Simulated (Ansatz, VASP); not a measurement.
## Hg in VASP and in Ansatz

INCAR

```
SYSTEM = Hg
PREC = Accurate
ENCUT = 520
EDIFF = 1E-6
ISMEAR = -1
SIGMA = 0.02
LREAL = .False.
LASPH = .True.
NELM = 100
ALGO = Normal
ISIF = 2
LWAVE = .False.
LCHARG = .False.
GGA = PE
NBANDS = 19
```

File KPOINTS:

```
regular mesh
0
Gamma
  12 12 6
  0 0 0
```

File POSCAR:

```
Hg
1.0
    3.2354087780      0.0000000000      0.0000000000
   -1.6177043890      2.8019461933      0.0000000000
    0.0000000000      0.0000000000      5.5381944185
Hg
2
Direct
    0.6666666667      0.3333333333      0.7500000000
    0.3333333333      0.6666666667      0.2500000000
```

Input for Ansatz:

```yaml
crystal:
  lattice:
    - [3.235408778, 0.0, 0.0]
    - [-1.617704389, 2.8019461933, 0.0]
    - [0.0, 0.0, 5.5381944185]
  atoms:
    - { symbol: Hg, position: [0.6666666667, 0.3333333333, 0.75] }
    - { symbol: Hg, position: [0.3333333333, 0.6666666667, 0.25] }
kpoints:
  mp_grid: { grid: [12, 12, 6] }
  band_path:
    path:
      - [[0.0, 0.0, 0.0], [0.5, -7.130679443191e-17, 0.0], [0.3333333333333, 0.3333333333333, 0.0], [0.0, 0.0, 0.0], [0.0, 0.0, 0.5], [0.5, -7.130679443191e-17, 0.5], [0.3333333333333, 0.3333333333333, 0.5], [0.0, 0.0, 0.5]]
      - [[0.5, -7.130679443191e-17, 0.5], [0.5, -7.130679443191e-17, 0.0]]
      - [[0.3333333333333, 0.3333333333333, 0.5], [0.3333333333333, 0.3333333333333, 0.0]]
    npoints: 10
hamiltonian:
  xc: pbe
scf:
  occupations: { method: fermi_dirac, width: 0.02 }
  n_extra_bands: 4
output:
  forces: true
  stress: true
  eigenvalues: true
```

Alike in both runs: task single point; functional PBE; k mesh 12 × 12 × 6; occupations fermi-dirac, width 0.02 eV; no spin polarisation.

|  | VASP | Ansatz |
| --- | --- | --- |
| version | VASP 6.6.1 | Ansatz 0.2.0 |
| potentials or method | VASP PAW PBE potentials, release 64 (Hg) | plane waves, PAW |
| plane-wave cutoff (eV) | 520 | 420 |
| valence electrons in the cell | 24 | 40 |

Ansatz gave:

| Quantity | Value |
| --- | --- |
| pressure (GPa) | 3.2 |
| traceless stress, the component that is largest in VASP (GPa) | -0.44 |

Task: What did VASP give for the same quantities?

Result: Pressure (GPa): 3.4; traceless stress, the component that is largest in VASP (GPa): -0.50.

With one functional, cell and mesh, what is left measures potentials, basis and numerics. VASP's potentials hold 24 valence electrons a cell and Ansatz's 40, so a difference there can come from the potentials and not from the codes.

Spin-orbit coupling is off throughout.
